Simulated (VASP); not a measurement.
Set up this calculation in VASP 6.6.1, as the native input.

```
Task                   : single point
Functional             : PBE
Potentials or basis    : VASP PAW PBE potentials, release 64 (Sn_d, Se)
Cutoff                 : 520 eV
k mesh                 : 12 × 12 × 4
Occupations            : gaussian, width 0.05 eV
Spin                   : no spin polarisation
Dipole correction      : no
Further INCAR settings : ALGO = Normal; EDIFF = 1e-06; NBANDS = 20
```

The structure of SnSe2 lies in POSCAR:

```
SnSe2
1.0
    3.6434532496      0.0000000000      0.0000000000
   -1.8217266248      3.1553230717      0.0000000000
    0.0000000000      0.0000000000      7.8911766965
Sn Se
1 2
Direct
    0.0000000000      0.0000000000      0.0000000000
    0.3333333333      0.6666666667      0.2281493097
    0.6666666667      0.3333333333      0.7718506903
```

This cell differs from its parent crystal: ratio of the length along z to the lengths across it x 1.2, volume and fractional coordinates fixed.

These files were run (other wordings do the same):

INCAR

```
SYSTEM = SnSe2
  ALGO = Normal
  EDIFF = 1E-6
  ENCUT = 520
  GGA = PE
  ISIF = 2
  ISMEAR = 0
  LASPH = .True.
  LCHARG = .False.
  LREAL = .False.
  LWAVE = .False.
  NBANDS = 20
  NELM = 60
  PREC = Accurate
  SIGMA = 0.05
```

KPOINTS

```
k-points
0
Gamma
  12 12 4
  0 0 0
```

Potentials or basis: VASP PAW PBE potentials, release 64 (Sn_d, Se).

Command:

```sh
$ cat potpaw_PBE.64/Sn_d/POTCAR potpaw_PBE.64/Se/POTCAR > POTCAR
$ mpirun -np 1 vasp_std > vasp.out
```

It gave:

```
Pressure               : 0.8 GPa
Largest force          : 1.173 eV/Å
Band gap on the k mesh : zero (bands 13 and 14 overlap by 0.16 eV)
```

Caveat: semilocal functionals underestimate gaps, so a narrow gap can read as zero; spin-orbit coupling is left out, which moves the levels of the heavy elements; this functional lacks dispersion, which binds the layers, so the pressure and a relaxed spacing across them are unreliable; forces of over 1 eV/Å act on the atoms, so gaps and moduli don't describe the material at rest.

Wall time 120 s on 1 thread of Intel Xeon 8259CL, on a shared host, peak memory 0.28 GiB.
